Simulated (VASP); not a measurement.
Wanted: the native input for a VASP 6.6.1 run.

- Task: single point
- Functional: r2SCAN
- Potentials or basis: VASP PAW PBE potentials, release 64 (C_h)
- Cutoff: 910 eV
- k mesh: 12 × 12 × 12
- Occupations: gaussian, width 0.05 eV
- Spin: no spin polarisation
- Dipole correction: no
- Further INCAR settings: ALGO = Normal; EDIFF = 1e-06; NBANDS = 11

The system is C.

```
CELL_PARAMETERS angstrom
0.00000 1.76234 1.76234
1.78014 -0.01780 1.78014
1.78014 1.78014 -0.01780
ATOMIC_POSITIONS crystal
C 0.50000 0.50000 0.50000
C 0.75000 0.75000 0.75000
```

This cell differs from its parent crystal: strain -0.0200 x Voigt [0, 0, 0, 1, 0, 0].

The input as run:

POSCAR

```
C
1.0
    0.0000000000      1.7623402906      1.7623402906
    1.7801417077     -0.0178014171      1.7801417077
    1.7801417077      1.7801417077     -0.0178014171
C
2
Direct
    0.5000000000      0.5000000000      0.5000000000
    0.7500000000      0.7500000000      0.7500000000
```

INCAR.step1

```
SYSTEM = C
ALGO = Normal
EDIFF = 1E-5
ENCUT = 910
GGA = PE
GGA_COMPAT = .FALSE.
ISMEAR = 0
LASPH = .TRUE.
LCHARG = .FALSE.
LREAL = .FALSE.
LWAVE = .TRUE.
NBANDS = 11
NELM = 120
PREC = Accurate
SIGMA = 0.05
```

INCAR.step2

```
SYSTEM = C
ALGO = Normal
EDIFF = 1E-6
ENCUT = 910
GGA_COMPAT = .FALSE.
ISIF = 2
ISMEAR = 0
ISTART = 1
LASPH = .TRUE.
LCHARG = .FALSE.
LMIXTAU = .TRUE.
LREAL = .FALSE.
LWAVE = .FALSE.
METAGGA = R2SCAN
NBANDS = 11
NELM = 120
PREC = Accurate
SIGMA = 0.05
```

KPOINTS

```
k-points
0
G
  12 12 12
  0 0 0
```

Potentials or basis: VASP PAW PBE potentials, release 64 (C_h).

Run with:

```sh
$ cat potpaw_PBE.64/C_h/POTCAR > POTCAR
$ cp INCAR.step1 INCAR
$ mpirun -np 1 vasp_std > vasp.out
$ cp INCAR.step2 INCAR
$ mpirun -np 1 vasp_std > vasp.out
```

It gave:

```yaml
Pressure: -0.6 GPa
Largest_force: 0.042 eV/Å
Band_gap_on_the_k_mesh: 4.36 eV (least direct gap 5.58 eV)
```

Caveat: the cell differs from its parent crystal (strain -0.0200 x Voigt [0, 0, 0, 1, 0, 0]); the cutoff is under 1.25 times the usual one of these potentials, so pressure, stress and relaxed cells hold a basis-set (Pulay) error; the PAW data sets were made with another functional, which shifts forces and pressure a little.

It took 14 min on 1 thread of AMD EPYC 7571, on a shared host, peak memory 0.17 GiB.
